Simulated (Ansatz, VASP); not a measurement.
**One calculation of Pb, two programs**

```
CELL_PARAMETERS angstrom
2.77752 -4.77845 0.00000
2.77752 4.77845 0.00000
0.00000 0.00000 5.48513
ATOMIC_POSITIONS crystal
Pb 0.15911 0.84089 0.08999
Pb 0.65911 0.34089 0.41001
Pb 0.84089 0.15911 0.91001
Pb 0.34089 0.65911 0.58999
```

Alike in both runs: functional r2SCAN; k mesh 4 × 4 × 4; occupations gaussian, width 0.1 eV; no spin polarisation.

Ansatz relaxed the structure, and its values are those at the end. VASP's run is a single point on that final structure, the one shown.

|  | VASP | Ansatz |
| --- | --- | --- |
| version | VASP 6.6.1 | Ansatz 0.2.0 |
| potentials or method | VASP PAW PBE potentials, release 64 (Pb_d), cutoff 520 eV | scalar-relativistic, plane waves, PAW |
| valence electrons in the cell | 56 | 56 |

VASP gave:

* gap on the k mesh at the Fermi level (eV): none
* pressure (GPa): 0.0
* rms of the force components (eV/Å): 0.012

Problem. Estimate Ansatz's values.

Solution. gap on the k mesh at the Fermi level (eV): none; pressure (GPa): 0.0; rms of the force components (eV/Å): 0.011.

VASP's potentials were made for PBE, not for r2SCAN. A gap of «none» marks a metal or a gap that the smearing closes. The functional is the same, so the differences come from potentials, cutoffs and numerics.

Spin-orbit coupling is off throughout.
